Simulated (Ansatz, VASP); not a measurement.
**C in VASP and in Ansatz**

```
C
1.0
     1.16663    0.67355    3.17966
    -1.16663    0.67355    3.17966
     0.00000   -1.34710    3.17966
C
2
Direct
  0.16400 0.16400 0.16400
  0.83600 0.83600 0.83600
```

Alike in both runs: task single point; functional LDA; k mesh 12 × 12 × 12; occupations gaussian, width 0.05 eV; no spin polarisation.

```csv
,VASP,Ansatz
version,VASP 6.6.1,Ansatz 0.2.0
potentials or method,"VASP PAW LDA potentials, release 64 (C), cutoff 520 eV","scalar-relativistic, plane waves, PAW"
valence electrons in the cell,8,8
```

```csv
,VASP,Ansatz,Ansatz less VASP
gap on the k mesh at the Fermi level (eV),0.96,0.96,-0.002
rms of the force components (eV/Å),0.444,0.447,+0.0029
```

LDA's correlation is that of Perdew and Zunger in VASP and of Perdew and Wang (1992) in Ansatz. Atom by atom the forces differ by 0.003 eV/Å (rms over components).
